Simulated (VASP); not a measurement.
# Mo (P6_3/mmc) in VASP: notebook, part 2 of 2

VASP 6.6.1. The steps go on from the part before.

### 3 Single point, r2SCAN

This run uses another cell than the first one, of 15.44 Å³/atom, 1.034 times its volume.

File POSCAR:

```
Mo
1.0
    2.7102514841      0.0000000000      0.0000000000
   -1.3551257420      2.3471466359      0.0000000000
    0.0000000000      0.0000000000      4.8543745540
Mo
2
Direct
    0.3333333333      0.6666666667      0.2500000000
    0.6666666667      0.3333333333      0.7500000000
```

File INCAR.step1:

```
PREC = Accurate ; ENCUT = 520
ISMEAR = -1 ; SIGMA = 0.1
LREAL = F ; LASPH = T
NELM = 80 ; NBANDS = 21
GGA = PE ; ALGO = Normal
EDIFF = 1E-4 ; LWAVE = T
LCHARG = F
```

File INCAR.step2:

```
PREC = Accurate ; ENCUT = 520
EDIFF = 1E-7 ; ISMEAR = -1
SIGMA = 0.1 ; LREAL = F
LASPH = T ; NELM = 80
ALGO = Normal ; ISIF = 2
LWAVE = F ; LCHARG = F
METAGGA = R2SCAN ; LMIXTAU = T
NBANDS = 21 ; ISTART = 1
```

File KPOINTS:

```
regular mesh
0
Gamma
  7 7 4
```

Potentials or basis: VASP PAW PBE potentials, release 64 (Mo_sv).

Run with:

```
$ cat potpaw_PBE.64/Mo_sv/POTCAR > POTCAR
$ cp INCAR.step1 INCAR
$ mpirun -np 1 vasp_std > vasp.out
$ cp INCAR.step2 INCAR
$ mpirun -np 1 vasp_std > vasp.out
```

OUTCAR:

```text
PREC = Accurate
   ENCUT = 520
   EDIFF = 1E-7
   ISMEAR = -1
   LREAL = F
   LASPH = T
   NELM = 80
   ISIF = 2
   METAGGA = R2SCAN
   ISTART = 1

 ion  position               nearest neighbor table
   1  0.333  0.667  0.250-   2 2.89   2 2.89   2 2.89   2 2.89   2 2.89   2 2.89
   2  0.667  0.333  0.750-   1 2.89   1 2.89   1 2.89   1 2.89   1 2.89   1 2.89

  LATTYP: Found a hexagonal cell.
 ALAT       =     2.7102514841
 C/A-ratio  =     1.7911159103

  Lattice vectors:

 A1 = (   2.7102514841,   0.0000000000,   0.0000000000)
 A2 = (  -1.3551257420,   2.3471466359,   0.0000000000)
 A3 = (   0.0000000000,   0.0000000000,   4.8543745540)

Analysis of symmetry for initial positions (statically):
=====================================================================
 Subroutine PRICEL returns:
 Original cell was already a primitive cell.

 Routine SETGRP: Setting up the symmetry group for a
 hexagonal supercell.

 Subroutine GETGRP returns: Found 24 space group operations
 (whereof 12 operations were pure point group operations)
 out of a pool of 24 trial point group operations.

The static configuration has the point symmetry D_3d.
 The point group associated with its full space group is D_6h.

Analysis of symmetry for dynamics (positions and initial velocities):
=====================================================================
 Subroutine PRICEL returns:
 Original cell was already a primitive cell.

 Routine SETGRP: Setting up the symmetry group for a
 hexagonal supercell.

 Subroutine GETGRP returns: Found 24 space group operations
 (whereof 12 operations were pure point group operations)
 out of a pool of 24 trial point group operations.

The dynamic configuration has the point symmetry D_3d.
 The point group associated with its full space group is D_6h.

[... 107 lines left out ...]
   PSTRESS=    0.0 pullay stress
   NELECT =      28.0000    total number of electrons
   NUPDOWN=      -1.0000    fix difference up-down
   EMIN   =  10.00;   EMAX   =-10.00  energy-range for DOS
   EFERMI =   0.00;   METHOD = LEGACY
   ISMEAR =    -1;   SIGMA  =   0.10  broadening in eV -4-tet -1-fermi 0-gaus
   EFERMI_NEDOS =   21; number of points for ismear=-14 and -15
   IALGO  =     38    algorithm
   IMIX   =      4    mixing-type and parameters
     AMIX     =   0.40;   BMIX     =  1.00
     AMIX_MAG =   1.60;   BMIX_MAG =  1.00
  volume/ion in A,a.u.               =      15.44       104.20
  Fermi-wavevector in a.u.,A,eV,Ry     =   1.584528  2.994323 34.160525  2.510728
  Thomas-Fermi vector in A             =   2.684132
   LORBIT       =      0    0 simple, 1 ext, 2 COOP (PROOUT), +10 PAW based schemes
   METAGGA = R2SCAN    functional components
   LHFCALC =     F    Hartree Fock is set to
   AEXX    =    0.0000 exact exchange contribution
   IVDW    =     0    specifies the selected vdW correction
   LEPSILON=     F    determine dielectric tensor
   LRPA    =     F    only Hartree local field effects (RPA)
 non-spin polarized calculation
  energy-cutoff  :      520.00
  volume of cell :       30.88
 maximum number of plane-waves:       842
   NGX = 11   NGY = 11   NGZ = 19

 number of electron      28.0000000 magnetization

 Free energy of the ion-electron system (eV)
  ---------------------------------------------------
  ext. energy  EPLUGINS =         0.00000000
  ---------------------------------------------------
  free energy    TOTEN  =       -51.14496315 eV

  energy without entropy =      -51.05680593  energy(sigma->0) =      -51.10088454

 E-fermi :  12.4047     XC(G=0): -14.6852

 val. band max:       12.3989080956   @ k =   0.1429   0.0000   0.2500
 cond. band min:      12.4529469925   @ k =   0.2857   0.2857   0.0000
 fundamental gap:      0.0540388970
 Fermi energy:        12.4046976502

 k-point     1 :       0.0000    0.0000    0.0000
  band No.  band energies     occupation
      1     -50.3697      2.00000
      2     -50.1717      2.00000
      3     -24.2802      2.00000
      4     -23.0184      2.00000
      5     -22.8239      2.00000
      6     -22.8239      2.00000
[... 565 lines left out ...]
     20      21.4733      0.00000
     21      25.7176      0.00000

------------------------ aborting loop because EDIFF is reached ----------------------------------------

  FORCE on cell =-STRESS in cart. coord.  units (eV):
  Direction    XX          YY          ZZ          XY          YZ          ZX
  --------------------------------------------------------------------------------------
  -------------------------------------------------------------------------------------
  Total        2.1673473      2.1673473      2.1178808      0.0000000     -0.0000000     -0.0000000
  in kB      112.4491008    112.4491008    109.8826181      0.0000000     -0.0000000     -0.0000000
  external PRESSURE =     111.5936066 kB  Pullay stress =       0.0000000 kB

 VOLUME and BASIS-vectors are now :
 -----------------------------------------------------------------------------
  energy-cutoff  :      520.00
  volume of cell :       30.88
      direct lattice vectors                 reciprocal lattice vectors
     2.710251484  0.000000000  0.000000000     0.368969450  0.213024611  0.000000000
    -1.355125742  2.347146636  0.000000000     0.000000000  0.426049223  0.000000000
     0.000000000  0.000000000  4.854374554     0.000000000  0.000000000  0.205999761

 POSITION                                       TOTAL-FORCE (eV/Angst)
 -----------------------------------------------------------------------------------
     -0.00000      1.56476      1.21359        -0.000000      0.000000      0.000000
      1.35513      0.78238      3.64078         0.000000     -0.000000      0.000000
 -----------------------------------------------------------------------------------
    total drift:                               -0.000000      0.000000     -0.000000

  FREE ENERGIE OF THE ION-ELECTRON SYSTEM (eV)
  ---------------------------------------------------
  free  energy   TOTEN  =       -51.1449631474 eV

  energy  without entropy=      -51.0568059326  energy(sigma->0) =      -51.10088454
```

OUTCAR.step1:

```text
PREC = Accurate
   ENCUT = 520
   ISMEAR = -1
   LREAL = F
   LASPH = T
   NELM = 80
[... 794 lines left out ...]
 -----------------------------------------------------------------------------------
     -0.00000      1.56476      1.21359        -0.000000     -0.000000      0.000000
      1.35513      0.78238      3.64078         0.000000      0.000000      0.000000
 -----------------------------------------------------------------------------------
    total drift:                               -0.000000      0.000000     -0.000000

  FREE ENERGIE OF THE ION-ELECTRON SYSTEM (eV)
  ---------------------------------------------------
  free  energy   TOTEN  =       -20.9552938348 eV

  energy  without entropy=      -20.8583078871  energy(sigma->0) =      -20.90680086
```

Run time: 53 s. Hardware: 1 thread of AMD EPYC 9R45 (Zen 5), shared host; peak memory 0.12 GiB.

What came out:

```yaml
Free_energy: -51.1450 eV
Pressure: 11.2 GPa
Band_gap_on_the_k_mesh: zero (band 14 reaches 13.94 eV, above the bottom of band 15 at 11.78 eV)
```

Stress tensor (GPa, compression positive):
```
11.24  0.00  0.00
 0.00 11.24  0.00
 0.00  0.00 10.99
```

Caveat: the k points lie up to 0.38 Å⁻¹ apart; the PAW data sets were made with another functional, which shifts forces and pressure a little.
